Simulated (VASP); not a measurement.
Write the native input for VASP 6.6.1 that does the following.

```
Task                   : single point
Functional             : PBEsol
Potentials or basis    : VASP PAW PBE potentials, release 64 (Sc_sv)
Cutoff                 : 520 eV
k mesh                 : 18 × 18 × 18
Occupations            : gaussian, width 0.15 eV
Spin                   : no spin polarisation
Dipole correction      : no
Further INCAR settings : ALGO = Normal; EDIFF = 1e-06; NBANDS = 12
```

The structure of Sc lies in POSCAR:

```
Sc
1.0
    0.0000000000      2.2364425000      2.2364425000
    2.2364425000      0.0000000000      2.2364425000
    2.2364425000      2.2364425000      0.0000000000
Sc
1
Direct
    0.0000000000      0.0000000000      0.0000000000
```

This isn't the form of Sc at room conditions, which is hcp.

This cell differs from its parent crystal: strain -0.015 along x and y, -0.015 along z.

The input as run:

INCAR

```
PREC     = Accurate       # precision mode
ENCUT    = 520            # plane-wave cutoff, eV
EDIFF    = 1E-6           # SCF threshold, eV
ISMEAR   = 0              # smearing method
SIGMA    = 0.15           # smearing width, eV
LREAL    = F              # projectors in reciprocal space
LASPH    = T              # aspherical terms in the spheres
NELM     = 100            # most SCF steps
ALGO     = Normal         # electronic algorithm
ISIF     = 2              # what is computed and relaxed
LWAVE    = F              # write WAVECAR
LCHARG   = F              # write CHGCAR
GGA      = PS             # functional
NBANDS   = 12             # bands
```

KPOINTS

```
Automatic mesh
0
Gamma
  18 18 18
```

Potentials or basis: VASP PAW PBE potentials, release 64 (Sc_sv).

Launch:

```bash
$ cat potpaw_PBE.64/Sc_sv/POTCAR > POTCAR
$ mpirun -np 1 vasp_std > vasp.out
```

It gave:

| Item | Value |
| --- | --- |
| Pressure | 3.2 GPa |
| Band gap on the k mesh | zero (an odd number of electrons rules out a gap without spin polarisation) |

Caveat: the cell differs from its parent crystal (strain -0.015 along x and y, -0.015 along z); the cell stands under pressure; the PAW data sets were made with another functional, which shifts forces and pressure a little.

Wall time 48 s on 1 thread of Intel Xeon 8259CL, with other jobs on the host, peak memory 0.18 GiB.
